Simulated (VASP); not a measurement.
# Bi (Im-3m) in VASP: further runs

Runs on Bi. Level: r2SCAN. Tasks: relaxation of cell and atoms.

Everything below comes from runs of VASP 6.6.1. Logs are shortened: lines on timing, memory, paths and dates and some standing lists are left out, and cuts for length are marked.

## 1. The cell of the first run

Symmetry: Im-3m, No. 229, cubic system. Conventional cell: a = 3.688 Å, b = 3.688 Å, c = 3.688 Å, α = 90.00°, β = 90.00°, γ = 90.00°. Within 4.2 Å of Bi (site symmetry m-3m) lie 14 Bi at 3.19 to 3.69 Å.

## 2. Relaxation of cell and atoms, r2SCAN, target pressure 20.2 GPa, at which the enthalpy is minimised

The input, POSCAR:

```
Bi
1.0
   -1.8440261319      1.8440261319      1.8440261319
    1.8440261319     -1.8440261319      1.8440261319
    1.8440261319      1.8440261319     -1.8440261319
Bi
1
Direct
    0.0000000000      0.0000000000      0.0000000000
```

The input, INCAR.step1:

```
SYSTEM = Bi
PREC     = Accurate       ! precision mode
ENCUT    = 600            ! plane-wave cutoff, eV
ISMEAR   = 0              ! smearing method
SIGMA    = 0.1            ! smearing width, eV
LREAL    = .FALSE.        ! projectors in reciprocal space
LASPH    = .TRUE.         ! aspherical terms in the spheres
NELM     = 60             ! most SCF steps
GGA      = PE             ! functional
ALGO     = Normal         ! electronic algorithm
EDIFF    = 1E-4           ! SCF threshold, eV
LWAVE    = .TRUE.         ! write WAVECAR
LCHARG   = .FALSE.        ! write CHGCAR
```

The input, INCAR.step2:

```
SYSTEM = Bi
PREC     = Accurate       ! precision mode
ENCUT    = 600            ! plane-wave cutoff, eV
EDIFF    = 1E-6           ! SCF threshold, eV
ISMEAR   = 0              ! smearing method
SIGMA    = 0.1            ! smearing width, eV
LREAL    = .FALSE.        ! projectors in reciprocal space
LASPH    = .TRUE.         ! aspherical terms in the spheres
NELM     = 60             ! most SCF steps
ALGO     = Normal         ! electronic algorithm
ISIF     = 3              ! what is computed and relaxed
LWAVE    = .FALSE.        ! write WAVECAR
LCHARG   = .FALSE.        ! write CHGCAR
METAGGA  = R2SCAN         ! meta-GGA
LMIXTAU  = .TRUE.       
IBRION   = 2              ! ionic algorithm
NSW      = 80             ! ionic steps
EDIFFG   = -0.05          ! ionic threshold
PSTRESS  = 202.0        
ISTART   = 1
```

The input, KPOINTS:

```
regular mesh
0
G
  8 8 8
  0 0 0
```

Potentials or basis: VASP PAW PBE potentials, release 64 (Bi_d).

Run with:

```bash
$ cat potpaw_PBE.64/Bi_d/POTCAR > POTCAR
$ cp INCAR.step1 INCAR
$ mpirun -np 1 vasp_std > vasp.out
$ cp INCAR.step2 INCAR
$ mpirun -np 1 vasp_std > vasp.out
```

OUTCAR:

```text
SYSTEM = Bi
   PREC = Accurate
   ENCUT = 600
   EDIFF = 1E-6
   ISMEAR = 0
   LREAL = .FALSE.
   LASPH = .TRUE.
   NELM = 60
   ISIF = 3
   METAGGA = R2SCAN
   IBRION = 2
   NSW = 80
   EDIFFG = -0.05
   PSTRESS = 202.0
   ISTART = 1

 ion  position               nearest neighbor table
   1  0.000  0.000  0.000-

  LATTYP: Found a body centered cubic cell.
 ALAT       =     3.6880522638

  Lattice vectors:

 A1 = (  -1.8440261319,   1.8440261319,   1.8440261319)
 A2 = (   1.8440261319,  -1.8440261319,   1.8440261319)
 A3 = (   1.8440261319,   1.8440261319,  -1.8440261319)

Analysis of symmetry for initial positions (statically):
=====================================================================
 Subroutine PRICEL returns:
 Original cell was already a primitive cell.

 Routine SETGRP: Setting up the symmetry group for a
 body centered cubic supercell.

 Subroutine GETGRP returns: Found 48 space group operations
 (whereof 48 operations were pure point group operations)
 out of a pool of 48 trial point group operations.

The static configuration has the point symmetry O_h .

Analysis of symmetry for dynamics (positions and initial velocities):
=====================================================================
 Subroutine PRICEL returns:
 Original cell was already a primitive cell.

 Routine SETGRP: Setting up the symmetry group for a
 body centered cubic supercell.

 Subroutine GETGRP returns: Found 48 space group operations
 (whereof 48 operations were pure point group operations)
 out of a pool of 48 trial point group operations.

The dynamic configuration has the point symmetry O_h .

 Subroutine INISYM returns: Found 48 space group operations
 (whereof 48 operations are pure point group operations),
 and found     1 'primitive' translations

----------------------------------------------------------------------------------------

                                     Primitive cell

  volume of cell :      25.0819

  direct lattice vectors                    reciprocal lattice vectors
    -1.844026132  1.844026132  1.844026132     0.000000000  0.271145832  0.271145832
     1.844026132 -1.844026132  1.844026132     0.271145832  0.000000000  0.271145832
     1.844026132  1.844026132 -1.844026132     0.271145832  0.271145832  0.000000000

  length of vectors
     3.193946951  3.193946951  3.193946951     0.383458113  0.383458113  0.383458113

  position of ions in fractional coordinates (direct lattice)
     0.000000000  0.000000000  0.000000000

  ion indices of the primitive-cell ions
   primitive index   ion index
                 1           1

----------------------------------------------------------------------------------------

 KPOINTS: regular mesh

Automatic generation of k-mesh.
 Grid dimensions read from file:
 generate k-points for:    8    8    8

 Generating k-lattice:

  Cartesian coordinates                     Fractional coordinates (reciprocal lattice)
     0.000000000  0.033893229  0.033893229     0.125000000  0.000000000  0.000000000
     0.033893229  0.000000000  0.033893229     0.000000000  0.125000000  0.000000000
     0.033893229  0.033893229  0.000000000     0.000000000  0.000000000  0.125000000

  Length of vectors
     0.047932264  0.047932264  0.047932264

  Shift w.r.t. Gamma in fractional coordinates (k-lattice)
     0.000000000  0.000000000  0.000000000

 Subroutine IBZKPT returns following result:
 ===========================================

 Found     29 irreducible k-points:

 Following reciprocal coordinates:
            Coordinates               Weight
  0.000000  0.000000  0.000000      1.000000
  0.125000  0.000000  0.000000     12.000000
  0.250000  0.000000  0.000000     12.000000
  0.375000  0.000000  0.000000     12.000000
  0.500000  0.000000  0.000000      6.000000
  0.125000  0.125000  0.000000     24.000000
[... 16 lines left out ...]
 -0.250000  0.250000  0.250000      6.000000
 -0.375000  0.375000  0.250000     24.000000
 [... further k-points ...]
   k-points           NKPTS =     29   k-points in BZ     NKDIM =     29   number of bands    NBANDS=     11
   number of dos      NEDOS =    301   number of ions     NIONS =      1
   total plane-waves  NPLWV =  21952
   dimension x,y,z NGX =    28 NGY =   28 NGZ =   28
   dimension x,y,z NGXF=    56 NGYF=   56 NGZF=   56
   ions per type =               1
   NGX,Y,Z   is equivalent  to a cutoff of  14.57, 14.57, 14.57 a.u.
   NGXF,Y,Z  is equivalent  to a cutoff of  29.15, 29.15, 29.15 a.u.
 SYSTEM =  Bi
   PREC   = accura    normal or accurate (medium, high low for compatibility)
   ISTART =      1    job   : 0-new  1-cont  2-samecut
   ICHARG =      0    charge: 1-file 2-atom 10-const
   ISPIN  =      1    spin polarized calculation?
   LNONCOLLINEAR =      F non collinear calculations
   LSORBIT =      F    spin-orbit coupling
   LASPH  =      T    aspherical Exc in radial PAW
   ENCUT  =  600.0 eV  44.10 Ry    6.64 a.u.   6.38  6.38  6.38*2*pi/ulx,y,z
   NELM   =     60;   NELMIN=  2; NELMDL=  0     # of ELM steps
   EDIFF  = 0.1E-05   stopping-criterion for ELM
   LREAL  =      F    real-space projection
   EDIFFG = -.5E-01   stopping-criterion for IOM
   NSW    =     80    number of steps for IOM
   IBRION =      2    ionic relax: 0-MD 1-quasi-New 2-CG
   NFREE  =      1    steps in history (QN), initial steepest desc. (CG)
   ISIF   =      3    stress and relaxation
   ISYM   =      2    0-nonsym 1-usesym 2-fastsym
   POTIM  = 0.5000    time-step for ionic-motion
   TEBEG  =    0.0;   TEEND  =   0.0 temperature during run
   PSTRESS=  202.0 pullay stress
   NELECT =      15.0000    total number of electrons
   NUPDOWN=      -1.0000    fix difference up-down
   EMIN   =  10.00;   EMAX   =-10.00  energy-range for DOS
   EFERMI =   0.00;   METHOD = LEGACY
   ISMEAR =     0;   SIGMA  =   0.10  broadening in eV -4-tet -1-fermi 0-gaus
   EFERMI_NEDOS =   21; number of points for ismear=-14 and -15
   IALGO  =     38    algorithm
   IMIX   =      4    mixing-type and parameters
     AMIX     =   0.40;   BMIX     =  1.00
     AMIX_MAG =   1.60;   BMIX_MAG =  1.00
  volume/ion in A,a.u.               =      25.08       169.26
  Fermi-wavevector in a.u.,A,eV,Ry     =   1.379277  2.606456 25.883795  1.902405
  Thomas-Fermi vector in A             =   2.504261
   LORBIT       =      0    0 simple, 1 ext, 2 COOP (PROOUT), +10 PAW based schemes
   METAGGA = R2SCAN    functional components
   LHFCALC =     F    Hartree Fock is set to
   AEXX    =    0.0000 exact exchange contribution
   IVDW    =     0    specifies the selected vdW correction
   LEPSILON=     F    determine dielectric tensor
   LRPA    =     F    only Hartree local field effects (RPA)
 conjugate gradient relaxation of ions
 non-spin polarized calculation
 Gauss-broadening in eV      SIGMA  =   0.10
  energy-cutoff  :      600.00
  volume of cell :       25.08
 maximum number of plane-waves:       887
 NGX is ok and might be reduce to    28
   NGX = 13   NGY = 13   NGZ = 13

 number of electron      15.0000004 magnetization

 Free energy of the ion-electron system (eV)
  ---------------------------------------------------
  ext. energy  EPLUGINS =         0.00000000
  ---------------------------------------------------
  free energy    TOTEN  =       -57.93398153 eV

  energy without entropy =      -57.93035525  energy(sigma->0) =      -57.93216839

 E-fermi :  10.7509     XC(G=0): -12.2824

 val. band max:       10.6488356722   @ k =   0.2500   0.2500   0.1250
 cond. band min:      10.7593137610   @ k =  -0.2500   0.3750   0.1250
 fundamental gap:      0.1104780888
 Fermi energy:        10.7508857638

 k-point     1 :       0.0000    0.0000    0.0000
  band No.  band energies     occupation
      1     -13.1915      2.00000
      2     -13.1915      2.00000
      3     -13.1915      2.00000
      4     -12.9108      2.00000
      5     -12.9108      2.00000
      6      -5.0975      2.00000
      7      18.0246      0.00000
      8      18.0246      0.00000
      9      18.0246      0.00000
     10      22.0414      0.00000
     11      22.0414      0.00000

 k-point     2 :       0.1250    0.0000    0.0000
  band No.  band energies     occupation
      1     -13.2054      2.00000
      2     -13.1732      2.00000
      3     -13.1271      2.00000
      4     -12.9260      2.00000
      5     -12.9130      2.00000
      6      -4.7120      2.00000
      7      14.9588      0.00000
      8      16.8224      0.00000
      9      17.5406      0.00000
     10      20.5915      0.00000
     11      21.2571      0.00000

 k-point     3 :       0.2500    0.0000    0.0000
  band No.  band energies     occupation
      1     -13.2388      2.00000
      2     -13.1474      2.00000
      3     -12.9683      2.00000
      4     -12.9487      2.00000
      5     -12.9180      2.00000
      6      -3.5632      2.00000
      7      10.3164      2.00000
      8      14.8501      0.00000
      9      16.4286      0.00000
     10      19.2900      0.00000
     11      20.2869      0.00000

 k-point     4 :       0.3750    0.0000    0.0000
  band No.  band energies     occupation
      1     -13.2719      2.00000
      2     -13.1581      2.00000
      3     -12.9404      2.00000
      4     -12.9227      2.00000
      5     -12.8043      2.00000
      6      -1.7678      2.00000
      7       6.2396      2.00000
      8      13.3953      0.00000
      9      15.4944      0.00000
     10      18.5620      0.00000
     11      19.6859      0.00000
[... 239 lines left out ...]
 k-point    22 :       0.2500    0.2500    0.2500
  band No.  band energies     occupation
      1     -13.0598      2.00000
      2     -13.0598      2.00000
      3     -13.0598      2.00000
      4     -12.9226      2.00000
      5     -12.9226      2.00000
      6       0.5036      2.00000
      7       7.6673      2.00000
      8       7.6673      2.00000
      9       7.6673      2.00000
     10      28.8056      0.00000
     11      28.8056      0.00000

 k-point    23 :      -0.2500    0.2500    0.2500
  band No.  band energies     occupation
      1     -13.0718      2.00000
      2     -13.0219      2.00000
      3     -13.0219      2.00000
      4     -12.9849      2.00000
      5     -12.9817      2.00000
      6      -2.0785      2.00000
      7      10.5302      1.99820
      8      11.8707      0.00000
      9      11.8707      0.00000
     10      16.6895      0.00000
     11      24.7465      0.00000

 k-point    24 :      -0.3750    0.3750    0.2500
  band No.  band energies     occupation
      1     -13.1283      2.00000
      2     -13.0525      2.00000
      3     -13.0291      2.00000
      4     -12.9407      2.00000
      5     -12.8291      2.00000
      6      -0.3851      2.00000
      7       7.5650      2.00000
      8      10.5483      1.99583
      9      11.6388      0.00000
     10      16.7358      0.00000
     11      21.7245      0.00000

 [... further k-points ...]
[... 5 lines left out ...]
  --------------------------------------------------------------------------------------
  -------------------------------------------------------------------------------------
  Total        3.1742963      3.1742963      3.1742963      0.0000000      0.0000000     -0.0000000
  in kB      202.7667991    202.7667991    202.7667991      0.0000000      0.0000000     -0.0000000
  external PRESSURE =       0.7667991 kB  Pullay stress =     202.0000000 kB

 VOLUME and BASIS-vectors are now :
 -----------------------------------------------------------------------------
  energy-cutoff  :      600.00
  volume of cell :       25.08
      direct lattice vectors                 reciprocal lattice vectors
    -1.844026132  1.844026132  1.844026132     0.000000000  0.271145832  0.271145832
     1.844026132 -1.844026132  1.844026132     0.271145832  0.000000000  0.271145832
     1.844026132  1.844026132 -1.844026132     0.271145832  0.271145832  0.000000000

 POSITION                                       TOTAL-FORCE (eV/Angst)
 -----------------------------------------------------------------------------------
      0.00000      0.00000      0.00000         0.000000      0.000000      0.000000
 -----------------------------------------------------------------------------------
    total drift:                               -0.000000     -0.000000     -0.000000

  FREE ENERGIE OF THE ION-ELECTRON SYSTEM (eV)
  ---------------------------------------------------
  free  energy   TOTEN  =       -57.9339815344 eV

  energy  without entropy=      -57.9303552462  energy(sigma->0) =      -57.93216839

  enthalpy is  TOTEN    =       -54.7716893698 eV   P V=        3.1622921645

 reached required accuracy - stopping structural energy minimisation
```

It took 28 s on 1 thread of Intel Xeon 6975P-C (Granite Rapids), shared host; peak memory 0.16 GiB.

What came out:

```
Free energy             : -57.9340 eV
Pressure after relaxing : 20.3 GPa
```

Final structure:
```
Bi
1.0
    -1.84403    1.84403    1.84403
     1.84403   -1.84403    1.84403
     1.84403    1.84403   -1.84403
Bi
1
Direct
  0.00000 0.00000 0.00000
```

Caveat: the relaxation stopped at its first step, so nothing moved; the cell is relaxed towards a set pressure, so the enthalpy falls and the energy may rise; the PAW data sets were made with another functional, which shifts forces and pressure a little; spin-orbit coupling is left out, which moves the levels of the heavy elements.

## 3. Relaxation of cell and atoms, r2SCAN, target pressure 10.1 GPa, at which the enthalpy is minimised

This run uses another cell than the first one, of 27.27 Å³/atom, 1.087 times its volume.

The input, POSCAR:

```
Bi
1.0
   -1.8962186621      1.8962186621      1.8962186621
    1.8962186621     -1.8962186621      1.8962186621
    1.8962186621      1.8962186621     -1.8962186621
Bi
1
Direct
    0.0000000000      0.0000000000      0.0000000000
```

The input, INCAR.step1:

```
PREC = Accurate ; ENCUT = 600
ISMEAR = 0 ; SIGMA = 0.1
LREAL = False ; LASPH = True
NELM = 100 ; GGA = PE
ALGO = Normal ; EDIFF = 1E-4
LWAVE = True ; LCHARG = False
```

The input, INCAR.step2:

```
PREC = Accurate ; ENCUT = 600
EDIFF = 1E-6 ; ISMEAR = 0
SIGMA = 0.1 ; LREAL = False
LASPH = True ; NELM = 100
ALGO = Normal ; ISIF = 3
LWAVE = False ; LCHARG = False
METAGGA = R2SCAN ; LMIXTAU = True
IBRION = 2 ; NSW = 80
EDIFFG = -0.05 ; PSTRESS = 101.0
ISTART = 1
```

The input, KPOINTS:

```
Automatic mesh
0
Gamma
  8 8 8
```

Potentials or basis: VASP PAW PBE potentials, release 64 (Bi_d).

Run with:

```bash
$ cat potpaw_PBE.64/Bi_d/POTCAR > POTCAR
$ cp INCAR.step1 INCAR
$ mpirun -np 1 vasp_std > vasp.out
$ cp INCAR.step2 INCAR
$ mpirun -np 1 vasp_std > vasp.out
```

Run time: 29 s. Hardware: 1 thread of Intel Xeon 6975P-C (Granite Rapids), shared host; peak memory 0.16 GiB.

It converged, with:

| Property | Result |
| --- | --- |
| Free energy | -58.1375 eV |
| Pressure after relaxing | 10.1 GPa |

Final structure:
```
Bi
1.0
    -1.89622    1.89622    1.89622
     1.89622   -1.89622    1.89622
     1.89622    1.89622   -1.89622
Bi
1
Direct
  0.00000 0.00000 0.00000
```

Levels at points of the mesh, in eV from the Fermi level:
| k point | band 4 | band 5 | band 6 | band 7 | band 8 | band 9 | band 10 | band 11 |
| --- | --- | --- | --- | --- | --- | --- | --- | --- |
| (0.00, 0.00, 0.00) | -23.65 | -23.65 | -15.14 | 6.45 | 6.45 | 6.45 | 11.30 | 11.30 |
| (0.50, 0.00, 0.00) | -23.66 | -23.51 | -11.04 | -6.13 | 1.88 | 4.14 | 7.13 | 8.40 |
| (0.50, 0.50, 0.50) | -23.54 | -23.54 | -8.04 | -2.27 | -2.27 | -2.27 | 3.89 | 3.89 |

Caveat: the relaxation stopped at its first step, so nothing moved; the cell is relaxed towards a set pressure, so the enthalpy falls and the energy may rise; the PAW data sets were made with another functional, which shifts forces and pressure a little; spin-orbit coupling is left out, which moves the levels of the heavy elements.
